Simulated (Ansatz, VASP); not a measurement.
**Two plane-wave programs on HgH4S**

```xyz
6
Lattice="12.9600 0.0000 0.0000 0.0000 12.6900 0.0000 0.0000 0.0000 10.9500" Properties=species:S:1:pos:R:3 pbc="T T T"
Hg    6.9090    7.5213    5.4736
H     8.4617    6.9167    5.4736
H     5.3747    8.1863    5.4736
H     5.2612    4.5000    5.4736
H     4.5000    5.0724    6.4472
S     4.5000    5.0724    4.5000
```

Alike in both runs: task single point; functional PBE; k mesh 1 × 1 × 1; occupations gaussian, width 0.01 eV; no spin polarisation.

|  | VASP | Ansatz |
| --- | --- | --- |
| version | VASP 6.6.1 | Ansatz 0.2.0 |
| potentials or method | VASP PAW PBE potentials, release 64 (Hg, H, S), cutoff 520 eV | scalar-relativistic, plane waves, PAW |
| valence electrons in the cell | 22 | 30 |

Ansatz gave:

```
gap on the k mesh at the Fermi level (eV) : 5.15
rms of the force components (eV/Å)        : 0.126
```

Question: Estimate VASP's values.

Answer: gap on the k mesh at the Fermi level (eV): 5.16; rms of the force components (eV/Å): 0.146.

VASP's potentials hold 22 valence electrons a cell and Ansatz's 30, so a difference there can come from the potentials and not from the codes.

Spin-orbit coupling is off throughout.
